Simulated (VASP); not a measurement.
# Ge (Imma) in VASP: notebook

The runs below take Ge through single point, with PBEsol.

Program: VASP 6.6.1. These are calculated values, not measurements. Logs are shortened: lines on timing, memory, paths and dates and some standing lists are left out, and cuts for length are marked.

## Step 1: The cell of the first run

It takes space group Imma (No. 74, orthorhombic). Conventional cell: a = 3.946 Å, b = 3.946 Å, c = 5.581 Å, α = 90.00°, β = 90.00°, γ = 90.00°. Within 3.1 Å of Ge (site symmetry mm2) lie 4 Ge at 2.35 to 2.48 Å.

## Step 2: Single point, PBEsol (atoms displaced along a vibrational mode, the cell strained)

The input, INCAR:

```
PREC = Accurate
ENCUT = 520
EDIFF = 1E-6
ISMEAR = 0
SIGMA = 0.15
LREAL = False
LASPH = True
NELM = 100
ALGO = Normal
ISIF = 2
LWAVE = False
LCHARG = False
GGA = PS
NBANDS = 21
```

The input, KPOINTS:

```
regular mesh
0
Gamma
  14 14 14
```

The input, POSCAR:

```
Ge
1.0
    0.0000000000      2.7904693977      2.7904693977
    2.7904693977      0.0000000000      2.7904693977
    2.7904693977      2.7904693977      0.0000000000
Ge
2
Direct
    0.5098665837      0.4901334163      0.4901334163
    0.7401334163      0.7598665837      0.7598665837
```

Potentials or basis: VASP PAW PBE potentials, release 64 (Ge_d).

Command:

```console
> cat potpaw_PBE.64/Ge_d/POTCAR > POTCAR
> mpirun -np 1 vasp_std > vasp.out
```

OUTCAR:

```text
PREC = Accurate
   ENCUT = 520
   EDIFF = 1E-6
   ISMEAR = 0
   LREAL = False
   LASPH = True
   NELM = 100
   ISIF = 2
   GGA = PS

 ion  position               nearest neighbor table
   1  0.510  0.490  0.490-   2 2.35   2 2.35   2 2.48   2 2.48
   2  0.740  0.760  0.760-   1 2.35   1 2.35   1 2.48   1 2.48

  LATTYP: Found a face centered cubic cell.
 ALAT       =     5.5809387954

  Lattice vectors:

 A1 = (   0.0000000000,   2.7904693977,   2.7904693977)
 A2 = (   2.7904693977,   0.0000000000,   2.7904693977)
 A3 = (   2.7904693977,   2.7904693977,   0.0000000000)

Analysis of symmetry for initial positions (statically):
=====================================================================
 Subroutine PRICEL returns:
 Original cell was already a primitive cell.

 Routine SETGRP: Setting up the symmetry group for a
 face centered cubic supercell.

 Subroutine GETGRP returns: Found  8 space group operations
 (whereof  4 operations were pure point group operations)
 out of a pool of 48 trial point group operations.

The static configuration has the point symmetry C_2v.
 The point group associated with its full space group is D_2h.

Analysis of symmetry for dynamics (positions and initial velocities):
=====================================================================
 Subroutine PRICEL returns:
 Original cell was already a primitive cell.

 Routine SETGRP: Setting up the symmetry group for a
 face centered cubic supercell.

 Subroutine GETGRP returns: Found  8 space group operations
 (whereof  4 operations were pure point group operations)
 out of a pool of 48 trial point group operations.

The dynamic configuration has the point symmetry C_2v.
 The point group associated with its full space group is D_2h.

 Subroutine INISYM returns: Found  8 space group operations
 (whereof  4 operations are pure point group operations),
 and found     1 'primitive' translations

----------------------------------------------------------------------------------------

                                     Primitive cell

  volume of cell :      43.4572

  direct lattice vectors                    reciprocal lattice vectors
     0.000000000  2.790469398  2.790469398    -0.179181324  0.179181324  0.179181324
     2.790469398  0.000000000  2.790469398     0.179181324 -0.179181324  0.179181324
     2.790469398  2.790469398  0.000000000     0.179181324  0.179181324 -0.179181324

  length of vectors
     3.946319668  3.946319668  3.946319668     0.310351156  0.310351156  0.310351156

  position of ions in fractional coordinates (direct lattice)
     0.509866584  0.490133416  0.490133416
     0.740133416  0.759866584  0.759866584

  ion indices of the primitive-cell ions
   primitive index   ion index
                 1           1
                 2           2

----------------------------------------------------------------------------------------

 KPOINTS: regular mesh

Automatic generation of k-mesh.
 Grid dimensions read from file:
 generate k-points for:   14   14   14

 Generating k-lattice:

  Cartesian coordinates                     Fractional coordinates (reciprocal lattice)
    -0.012798666  0.012798666  0.012798666     0.071428571  0.000000000  0.000000000
     0.012798666 -0.012798666  0.012798666     0.000000000  0.071428571  0.000000000
     0.012798666  0.012798666 -0.012798666     0.000000000  0.000000000  0.071428571

  Length of vectors
     0.022167940  0.022167940  0.022167940

  Shift w.r.t. Gamma in fractional coordinates (k-lattice)
     0.000000000  0.000000000  0.000000000

 Subroutine IBZKPT returns following result:
 ===========================================

 Found    428 irreducible k-points:

 Following reciprocal coordinates:
            Coordinates               Weight
  0.000000  0.000000  0.000000      1.000000
  0.071429  0.000000  0.000000      4.000000
  0.000000  0.071429  0.000000      4.000000
  0.142857  0.000000  0.000000      4.000000
  0.000000  0.142857  0.000000      4.000000
  0.214286  0.000000  0.000000      4.000000
[... 16 lines left out ...]
  0.000000  0.214286  0.071429      4.000000
  0.071429  0.000000  0.214286      8.000000
 [... further k-points ...]
   k-points           NKPTS =    428   k-points in BZ     NKDIM =    428   number of bands    NBANDS=     21
   number of dos      NEDOS =    301   number of ions     NIONS =      2
   total plane-waves  NPLWV =  27000
   dimension x,y,z NGX =    30 NGY =   30 NGZ =   30
   dimension x,y,z NGXF=    60 NGYF=   60 NGZF=   60
   ions per type =               2
   NGX,Y,Z   is equivalent  to a cutoff of  12.64, 12.64, 12.64 a.u.
   NGXF,Y,Z  is equivalent  to a cutoff of  25.28, 25.28, 25.28 a.u.
 SYSTEM =  unknown system
   PREC   = accura    normal or accurate (medium, high low for compatibility)
   ISTART =      0    job   : 0-new  1-cont  2-samecut
   ICHARG =      2    charge: 1-file 2-atom 10-const
   ISPIN  =      1    spin polarized calculation?
   LNONCOLLINEAR =      F non collinear calculations
   LSORBIT =      F    spin-orbit coupling
   LASPH  =      T    aspherical Exc in radial PAW
   ENCUT  =  520.0 eV  38.22 Ry    6.18 a.u.   7.34  7.34  7.34*2*pi/ulx,y,z
   NELM   =    100;   NELMIN=  2; NELMDL= -5     # of ELM steps
   EDIFF  = 0.1E-05   stopping-criterion for ELM
   LREAL  =      F    real-space projection
   EDIFFG = 0.1E-04   stopping-criterion for IOM
   NSW    =      0    number of steps for IOM
   IBRION =     -1    ionic relax: 0-MD 1-quasi-New 2-CG
   NFREE  =      0    steps in history (QN), initial steepest desc. (CG)
   ISIF   =      2    stress and relaxation
   ISYM   =      2    0-nonsym 1-usesym 2-fastsym
   POTIM  = 0.5000    time-step for ionic-motion
   TEBEG  =    0.0;   TEEND  =   0.0 temperature during run
   PSTRESS=    0.0 pullay stress
   NELECT =      28.0000    total number of electrons
   NUPDOWN=      -1.0000    fix difference up-down
   EMIN   =  10.00;   EMAX   =-10.00  energy-range for DOS
   EFERMI =   0.00;   METHOD = LEGACY
   ISMEAR =     0;   SIGMA  =   0.15  broadening in eV -4-tet -1-fermi 0-gaus
   EFERMI_NEDOS =   21; number of points for ismear=-14 and -15
   IALGO  =     38    algorithm
   IMIX   =      4    mixing-type and parameters
     AMIX     =   0.40;   BMIX     =  1.00
     AMIX_MAG =   1.60;   BMIX_MAG =  1.00
  volume/ion in A,a.u.               =      21.73       146.63
  Fermi-wavevector in a.u.,A,eV,Ry     =   1.413970  2.672016 27.202286  1.999312
  Thomas-Fermi vector in A             =   2.535561
   LORBIT       =      0    0 simple, 1 ext, 2 COOP (PROOUT), +10 PAW based schemes
   GGA     = PS    functional components
   LHFCALC =     F    Hartree Fock is set to
   AEXX    =    0.0000 exact exchange contribution
   IVDW    =     0    specifies the selected vdW correction
   LEPSILON=     F    determine dielectric tensor
   LRPA    =     F    only Hartree local field effects (RPA)
 non-spin polarized calculation
 Gauss-broadening in eV      SIGMA  =   0.15
  energy-cutoff  :      520.00
  volume of cell :       43.46
 maximum number of plane-waves:      1211
 NGX is ok and might be reduce to    30
   NGX = 15   NGY = 15   NGZ = 15

 number of electron      28.0000002 magnetization

 Free energy of the ion-electron system (eV)
  ---------------------------------------------------
  ext. energy  EPLUGINS =         0.00000000
  ---------------------------------------------------
  free energy    TOTEN  =        -9.77619634 eV

  energy without entropy =       -9.77544202  energy(sigma->0) =       -9.77581918

 E-fermi :   5.4791     XC(G=0): -10.3270

 val. band max:        5.3994607808   @ k =   0.4286   0.0000   0.0000
 cond. band min:       5.5254355764   @ k =   0.3571   0.0000   0.0000
 fundamental gap:      0.1259747956
 Fermi energy:         5.4791374385

 k-point     1 :       0.0000    0.0000    0.0000
  band No.  band energies     occupation
      1     -19.5989      2.00000
      2     -19.5824      2.00000
      3     -19.5444      2.00000
      4     -19.5374      2.00000
      5     -19.5317      2.00000
      6     -19.3124      2.00000
[... 13 lines left out ...]
     20      14.8554      0.00000
     21      14.8841      0.00000

 k-point     2 :       0.0714    0.0000    0.0000
  band No.  band energies     occupation
      1     -19.6010      2.00000
      2     -19.5836      2.00000
      3     -19.5437      2.00000
      4     -19.5343      2.00000
      5     -19.5282      2.00000
      6     -19.3136      2.00000
[... 13 lines left out ...]
     20      14.3714      0.00000
     21      14.3829      0.00000

 k-point     3 :       0.0000    0.0714    0.0000
  band No.  band energies     occupation
      1     -19.6021      2.00000
      2     -19.5848      2.00000
      3     -19.5547      2.00000
      4     -19.5256      2.00000
      5     -19.5254      2.00000
      6     -19.3163      2.00000
[... 13 lines left out ...]
     20      14.2702      0.00000
     21      14.3465      0.00000

 k-point     4 :       0.1429    0.0000    0.0000
  band No.  band energies     occupation
      1     -19.6059      2.00000
      2     -19.5860      2.00000
      3     -19.5408      2.00000
      4     -19.5267      2.00000
      5     -19.5200      2.00000
      6     -19.3173      2.00000
[... 13 lines left out ...]
     20      13.8060      0.00000
     21      13.8568      0.00000

 k-point     5 :       0.0000    0.1429    0.0000
  band No.  band energies     occupation
      1     -19.6101      2.00000
      2     -19.5885      2.00000
      3     -19.5652      2.00000
      4     -19.5125      2.00000
      5     -19.5104      2.00000
      6     -19.3248      2.00000
[... 13 lines left out ...]
     20      13.6793      0.00000
     21      13.7228      0.00000
[... 382 lines left out ...]
     20      13.0791      0.00000
     21      14.6365      0.00000

 k-point    22 :       0.2143    0.0714    0.0000
  band No.  band energies     occupation
      1     -19.6133      2.00000
      2     -19.5878      2.00000
      3     -19.5417      2.00000
      4     -19.5155      2.00000
      5     -19.5059      2.00000
      6     -19.3385      2.00000
[... 13 lines left out ...]
     20      13.6342      0.00000
     21      14.4405      0.00000

 k-point    23 :       0.0000    0.2143    0.0714
  band No.  band energies     occupation
      1     -19.6182      2.00000
      2     -19.5847      2.00000
      3     -19.5640      2.00000
      4     -19.5100      2.00000
      5     -19.4983      2.00000
      6     -19.3348      2.00000
[... 13 lines left out ...]
     20      13.7757      0.00000
     21      14.2297      0.00000

 k-point    24 :       0.0714    0.0000    0.2143
  band No.  band energies     occupation
      1     -19.6156      2.00000
      2     -19.5963      2.00000
      3     -19.5724      2.00000
      4     -19.5035      2.00000
      5     -19.4908      2.00000
      6     -19.3451      2.00000
[... 13 lines left out ...]
     20      13.5609      0.00000
     21      14.1807      0.00000

 [... further k-points ...]
[... 5 lines left out ...]
  --------------------------------------------------------------------------------------
  -------------------------------------------------------------------------------------
  Total        1.0229379      1.1975574      1.1975574      0.0000000     -1.1458845      0.0000000
  in kB       37.7136049     44.1514677     44.1514677      0.0000000    -42.2463933      0.0000000
  external PRESSURE =      42.0055135 kB  Pullay stress =       0.0000000 kB

 VOLUME and BASIS-vectors are now :
 -----------------------------------------------------------------------------
  energy-cutoff  :      520.00
  volume of cell :       43.46
      direct lattice vectors                 reciprocal lattice vectors
     0.000000000  2.790469398  2.790469398    -0.179181324  0.179181324  0.179181324
     2.790469398  0.000000000  2.790469398     0.179181324 -0.179181324  0.179181324
     2.790469398  2.790469398  0.000000000     0.179181324  0.179181324 -0.179181324

 POSITION                                       TOTAL-FORCE (eV/Angst)
 -----------------------------------------------------------------------------------
      2.73540      2.79047      2.79047         1.317309      0.000000      0.000000
      4.24077      4.18570      4.18570        -1.317309     -0.000000     -0.000000
 -----------------------------------------------------------------------------------
    total drift:                                0.000000      0.000000      0.000000

  FREE ENERGIE OF THE ION-ELECTRON SYSTEM (eV)
  ---------------------------------------------------
  free  energy   TOTEN  =        -9.7761963432 eV

  energy  without entropy=       -9.7754420184  energy(sigma->0) =       -9.77581918
```

It took 2.2 min on 1 thread of Intel Xeon 6975P-C (Granite Rapids), shared host; peak memory 0.41 GiB.

Results:

| Quantity | Value |
| --- | --- |
| Free energy | -9.7762 eV |
| Pressure | 4.2 GPa |
| Largest force | 1.317 eV/Å |
| Band gap on the k mesh | zero (bands 14 and 15 overlap by 0.29 eV) |

Forces on the atoms (eV/Å):
```
Ge   1.317  0.000  0.000
Ge  -1.317  0.000  0.000
```

Caveat: the cell differs from its parent crystal (atoms displaced along a vibrational mode, the cell strained); the cell stands under pressure; semilocal functionals underestimate gaps, and a narrow one can read as zero; the PAW data sets were made with another functional, which shifts forces and pressure a little.

[end of part 1 of 2]

The gap in the log of VASP goes by the Fermi energy; the results here count the filled bands.